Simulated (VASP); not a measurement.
# Be2ZnTe2O (P-3m1) in VASP: further runs, part 2 of 2

VASP 6.6.1. The steps go on from the part before.

### 4 Relaxation of cell and atoms, PBE

This run uses another cell than the first one, of 20.42 Å³/atom.

The input, INCAR:

```
PREC = Accurate ; ENCUT = 600
EDIFF = 1E-6 ; ISMEAR = 0
SIGMA = 0.1 ; LREAL = False
LASPH = True ; NELM = 80
ALGO = Normal ; ISIF = 3
LWAVE = False ; LCHARG = False
GGA = PE ; IBRION = 2
NSW = 100 ; EDIFFG = -0.01
```

The input, KPOINTS:

```
regular mesh
0
Gamma
  12 12 4
```

The input, POSCAR:

```
Be2ZnTe2O
1.0
    3.7126443839      0.0000000000      0.0000000000
   -1.8563221920      3.2152443517      0.0000000000
    0.0000000000      0.0000000000     10.2624590710
Be Zn Te O
2 1 2 1
Direct
    0.3333333333      0.6666666667      0.3667015094
    0.6666666667      0.3333333333      0.6332984906
    0.0000000000      0.0000000000      0.0000000000
    0.0000000000      0.0000000000      0.2579068508
    0.0000000000      0.0000000000      0.7420931492
    0.0000000000      0.0000000000      0.5000000000
```

Potentials or basis: VASP PAW PBE potentials, release 64 (Be, Zn, Te, O).

Launch:

```
> cat potpaw_PBE.64/Be/POTCAR potpaw_PBE.64/Zn/POTCAR potpaw_PBE.64/Te/POTCAR potpaw_PBE.64/O/POTCAR > POTCAR
> mpirun -np 1 vasp_std > vasp.out
```

OUTCAR:

```text
PREC = Accurate
   ENCUT = 600
   EDIFF = 1E-6
   ISMEAR = 0
   LREAL = False
   LASPH = True
   NELM = 80
   ISIF = 3
   GGA = PE
   IBRION = 2
   NSW = 100
   EDIFFG = -0.01

 ion  position               nearest neighbor table
   1  0.333  0.667  0.367-   4 2.42   4 2.42   4 2.42
   2  0.667  0.333  0.633-   5 2.42   5 2.42   5 2.42
   3  0.000  0.000  0.000-   4 2.65   5 2.65
   4  0.000  0.000  0.258-   1 2.42   1 2.42   1 2.42   6 2.48   3 2.65
   5  0.000  0.000  0.742-   2 2.42   2 2.42   2 2.42   6 2.48   3 2.65
   6  0.000  0.000  0.500-   4 2.48   5 2.48

  LATTYP: Found a hexagonal cell.
 ALAT       =     3.7126443839
 C/A-ratio  =     2.7641912367

  Lattice vectors:

 A1 = (   3.7126443839,   0.0000000000,   0.0000000000)
 A2 = (  -1.8563221920,   3.2152443517,   0.0000000000)
 A3 = (   0.0000000000,   0.0000000000,  10.2624590710)

Analysis of symmetry for initial positions (statically):
=====================================================================
 Subroutine PRICEL returns:
 Original cell was already a primitive cell.

 Routine SETGRP: Setting up the symmetry group for a
 hexagonal supercell.

 Subroutine GETGRP returns: Found 12 space group operations
 (whereof 12 operations were pure point group operations)
 out of a pool of 24 trial point group operations.

The static configuration has the point symmetry D_3d.

Analysis of symmetry for dynamics (positions and initial velocities):
=====================================================================
 Subroutine PRICEL returns:
 Original cell was already a primitive cell.

 Routine SETGRP: Setting up the symmetry group for a
 hexagonal supercell.

 Subroutine GETGRP returns: Found 12 space group operations
 (whereof 12 operations were pure point group operations)
 out of a pool of 24 trial point group operations.

The dynamic configuration has the point symmetry D_3d.

 Subroutine INISYM returns: Found 12 space group operations
 (whereof 12 operations are pure point group operations),
 and found     1 'primitive' translations

----------------------------------------------------------------------------------------

                                     Primitive cell

  volume of cell :     122.5036

  direct lattice vectors                    reciprocal lattice vectors
     3.712644384  0.000000000  0.000000000     0.269349794  0.155509176  0.000000000
    -1.856322192  3.215244352  0.000000000     0.000000000  0.311018352  0.000000000
     0.000000000  0.000000000 10.262459071     0.000000000  0.000000000  0.097442532

  length of vectors
     3.712644384  3.712644384 10.262459071     0.311018352  0.311018352  0.097442532

  position of ions in fractional coordinates (direct lattice)
     0.333333333  0.666666667  0.366701509
     0.666666667  0.333333333  0.633298491
     0.000000000  0.000000000  0.000000000
     0.000000000  0.000000000  0.257906851
     0.000000000  0.000000000  0.742093149
     0.000000000  0.000000000  0.500000000

[... 69 lines left out ...]
   NGXF,Y,Z  is equivalent  to a cutoff of  26.87, 26.87, 27.22 a.u.
 SYSTEM =  unknown system
   PREC   = accura    normal or accurate (medium, high low for compatibility)
   ISTART =      0    job   : 0-new  1-cont  2-samecut
   ICHARG =      2    charge: 1-file 2-atom 10-const
   ISPIN  =      1    spin polarized calculation?
   LNONCOLLINEAR =      F non collinear calculations
   LSORBIT =      F    spin-orbit coupling
   LASPH  =      T    aspherical Exc in radial PAW
   ENCUT  =  600.0 eV  44.10 Ry    6.64 a.u.   7.42  7.42 20.50*2*pi/ulx,y,z
   NELM   =     80;   NELMIN=  2; NELMDL= -5     # of ELM steps
   EDIFF  = 0.1E-05   stopping-criterion for ELM
   LREAL  =      F    real-space projection
   EDIFFG = -.1E-01   stopping-criterion for IOM
   NSW    =    100    number of steps for IOM
   IBRION =      2    ionic relax: 0-MD 1-quasi-New 2-CG
   NFREE  =      1    steps in history (QN), initial steepest desc. (CG)
   ISIF   =      3    stress and relaxation
   ISYM   =      2    0-nonsym 1-usesym 2-fastsym
   POTIM  = 0.5000    time-step for ionic-motion
   TEBEG  =    0.0;   TEEND  =   0.0 temperature during run
   PSTRESS=    0.0 pullay stress
   NELECT =      34.0000    total number of electrons
   NUPDOWN=      -1.0000    fix difference up-down
   EMIN   =  10.00;   EMAX   =-10.00  energy-range for DOS
   EFERMI =   0.00;   METHOD = LEGACY
   ISMEAR =     0;   SIGMA  =   0.10  broadening in eV -4-tet -1-fermi 0-gaus
   EFERMI_NEDOS =   21; number of points for ismear=-14 and -15
   IALGO  =     38    algorithm
   IMIX   =      4    mixing-type and parameters
     AMIX     =   0.40;   BMIX     =  1.00
     AMIX_MAG =   1.60;   BMIX_MAG =  1.00
  volume/ion in A,a.u.               =      20.42       137.78
  Fermi-wavevector in a.u.,A,eV,Ry     =   1.067870  2.017981 15.515341  1.140345
  Thomas-Fermi vector in A             =   2.203500
   LORBIT       =      0    0 simple, 1 ext, 2 COOP (PROOUT), +10 PAW based schemes
   GGA     = PE    functional components
   LHFCALC =     F    Hartree Fock is set to
   AEXX    =    0.0000 exact exchange contribution
   IVDW    =     0    specifies the selected vdW correction
   LEPSILON=     F    determine dielectric tensor
   LRPA    =     F    only Hartree local field effects (RPA)
 conjugate gradient relaxation of ions
 non-spin polarized calculation
 Gauss-broadening in eV      SIGMA  =   0.10
  energy-cutoff  :      600.00
  volume of cell :      122.50
 maximum number of plane-waves:      4127
 NGX is ok and might be reduce to    30
   NGX = 15   NGY = 15   NGZ = 41

--------------------------------------- Ionic step        1  -------------------------------------------

 number of electron      33.9999978 magnetization

 Free energy of the ion-electron system (eV)
  ---------------------------------------------------
  ext. energy  EPLUGINS =         0.00000000
  ---------------------------------------------------
  free energy    TOTEN  =       -19.04716630 eV

  energy without entropy =      -19.03611849  energy(sigma->0) =      -19.04164240

------------------------ aborting loop because EDIFF is reached ----------------------------------------

  FORCE on cell =-STRESS in cart. coord.  units (eV):
  Direction    XX          YY          ZZ          XY          YZ          ZX
  --------------------------------------------------------------------------------------
  -------------------------------------------------------------------------------------
  Total        0.0333679      0.0333679      0.4336591     -0.0000000      0.0000000     -0.0000000
  in kB        0.4364063      0.4364063      5.6716608     -0.0000000      0.0000000     -0.0000000
  external PRESSURE =       2.1814911 kB  Pullay stress =       0.0000000 kB
[... 101 lines left out ...]
  FREE ENERGIE OF THE ION-ELECTRON SYSTEM (eV)
  ---------------------------------------------------
  free  energy   TOTEN  =       -19.0488771515 eV

  energy  without entropy=      -19.0377924946  energy(sigma->0) =      -19.04333482

[... ionic steps 4 to 13 ...]

--------------------------------------- Ionic step       14  -------------------------------------------

 number of electron      33.9999989 magnetization

------------------------ aborting loop because EDIFF is reached ----------------------------------------
[... 75 lines left out ...]
--------------------------------------- Ionic step       16  -------------------------------------------

 number of electron      33.9999989 magnetization

 Free energy of the ion-electron system (eV)
  ---------------------------------------------------
  ext. energy  EPLUGINS =         0.00000000
  ---------------------------------------------------
  free energy    TOTEN  =       -19.05109919 eV

  energy without entropy =      -19.04243181  energy(sigma->0) =      -19.04676550

 E-fermi :   4.3896     XC(G=0):  -9.1031

 val. band max:        4.3547733716   @ k =   0.4167   0.0833   0.0000
 cond. band min:       4.4144243535   @ k =   0.3333   0.1667   0.0000
 fundamental gap:      0.0596509819
 Fermi energy:         4.3895765679

 k-point     1 :       0.0000    0.0000    0.0000
  band No.  band energies     occupation
      1     -13.1747      2.00000
      2      -8.3345      2.00000
      3      -7.9982      2.00000
      4      -3.1917      2.00000
      5      -3.0774      2.00000
      6      -3.0774      2.00000
[... 565 lines left out ...]
     20       7.6180      0.00000
     21       8.3297      0.00000

 [... further k-points ...]

------------------------ aborting loop because EDIFF is reached ----------------------------------------

  FORCE on cell =-STRESS in cart. coord.  units (eV):
  Direction    XX          YY          ZZ          XY          YZ          ZX
  --------------------------------------------------------------------------------------
  -------------------------------------------------------------------------------------
  Total       -0.0095611     -0.0095611     -0.0372314      0.0000000      0.0000000      0.0000000
  in kB       -0.1227915     -0.1227915     -0.4781557      0.0000000      0.0000000      0.0000000
  external PRESSURE =      -0.2412462 kB  Pullay stress =       0.0000000 kB
[... 21 lines left out ...]
  FREE ENERGIE OF THE ION-ELECTRON SYSTEM (eV)
  ---------------------------------------------------
  free  energy   TOTEN  =       -19.0510991917 eV

  energy  without entropy=      -19.0424318125  energy(sigma->0) =      -19.04676550

 reached required accuracy - stopping structural energy minimisation
```

It took 15 min on 1 thread of Intel Xeon 6975P-C (Granite Rapids), shared host; peak memory 0.46 GiB.

Results:

- Free energy: -19.0511 eV
- Relaxed volume: 20.79 Å³/atom
- Relaxed cell: a = 3.741 Å, b = 3.741 Å, c = 10.293 Å, α = 90.00°, β = 90.00°, γ = 120.00°
- Space group after relaxing (to 0.1 Å): P-3m1 (No. 164)
- Energy gained by relaxing: 0.7 meV/atom
- Ionic steps: 16
- Pressure after relaxing: 0.0 GPa
- Largest force after relaxing: 0.008 eV/Å
- Band gap on the k mesh: zero (bands 17 and 18 overlap by 0.57 eV)

Forces on the atoms (eV/Å):
```
Be   0.000  0.000 -0.001
Be   0.000  0.000  0.001
Zn   0.000  0.000  0.000
Te   0.000  0.000 -0.008
Te   0.000  0.000  0.008
O    0.000  0.000  0.000
```

Step by step:
| step | energy change (eV) | largest force (eV/Å) | pressure (GPa) | volume (Å³) |
| --- | --- | --- | --- | --- |
| 1 | 0.0000 | 0.0991 | 0.22 | 122.50 |
| 2 | -0.0016 | 0.0805 | 0.01 | 123.00 |
| 3 | -0.0017 | 0.0716 | -0.09 | 123.26 |
| 4 | -0.0025 | 0.0341 | -0.01 | 123.28 |
| 5 | -0.0028 | 0.0040 | 0.08 | 123.31 |
| 6 | -0.0031 | 0.0273 | 0.04 | 123.56 |
| 7 | -0.0031 | 0.0439 | 0.00 | 123.75 |
| 8 | -0.0031 | 0.0358 | 0.00 | 123.66 |
| 9 | -0.0033 | 0.0357 | 0.00 | 123.82 |
| 10 | -0.0037 | 0.0329 | -0.02 | 124.30 |
| 11 | -0.0035 | 0.0276 | -0.08 | 125.26 |
| 12 | -0.0037 | 0.0288 | -0.09 | 124.78 |
| 13 | -0.0039 | 0.0123 | -0.01 | 124.76 |
| 14 | -0.0039 | 0.0150 | 0.00 | 124.75 |
| 15 | -0.0039 | 0.0105 | -0.01 | 124.75 |
| 16 | -0.0039 | 0.0077 | -0.02 | 124.75 |

Final structure:
```
CELL_PARAMETERS angstrom
3.74099 0.00000 0.00000
-1.87049 3.23979 0.00000
0.00000 0.00000 10.29311
ATOMIC_POSITIONS crystal
Be 0.33333 0.66667 0.36473
Be 0.66667 0.33333 0.63527
Zn 0.00000 0.00000 0.00000
Te 0.00000 0.00000 0.26099
Te 0.00000 0.00000 0.73901
O 0.00000 0.00000 0.50000
```

Caveat: semilocal functionals underestimate gaps, so a narrow gap can read as zero; spin-orbit coupling is left out, which moves the levels of the heavy elements.

### 5 Overview

```tsv
task	cell	k mesh	cutoff (eV)	gap on the mesh (eV)	pressure (GPa)	relaxed volume (Å³/atom)	largest force (eV/Å)
relaxation of cell and atoms	relaxed from a = 4.218, b = 4.218, c = 7.894 Å, angles 90.0, 90.0, 120.0°, 6 atoms, atomic positions A	6 × 6 × 2	600	none	-0.1	21.11	0.04
single point	a = 3.741, b = 3.741, c = 10.283 Å, angles 90.0, 90.0, 120.0°, 6 atoms, atomic positions B	12 × 12 × 4	520	none	0.1	-	0.02
relaxation of cell and atoms	relaxed from a = 3.713, b = 3.713, c = 10.262 Å, angles 90.0, 90.0, 120.0°, 6 atoms, atomic positions C	12 × 12 × 4	600	none	0.0	20.79	0.01
```

Alike in all rows: level PBE; potentials or basis VASP PAW PBE potentials, release 64 (Be, Zn, Te, O); no spin polarisation; smearing gaussian 0.1 eV.

Caveats: some runs use coarse meshes; semilocal functionals underestimate gaps, so a narrow gap can read as zero; spin-orbit coupling is left out, which moves the levels of the heavy elements; a cell axis changed by over 15 % at a fixed basis, so the end point is rough (at least some runs).

Absolute energies hang on the potentials; compare differences alone.
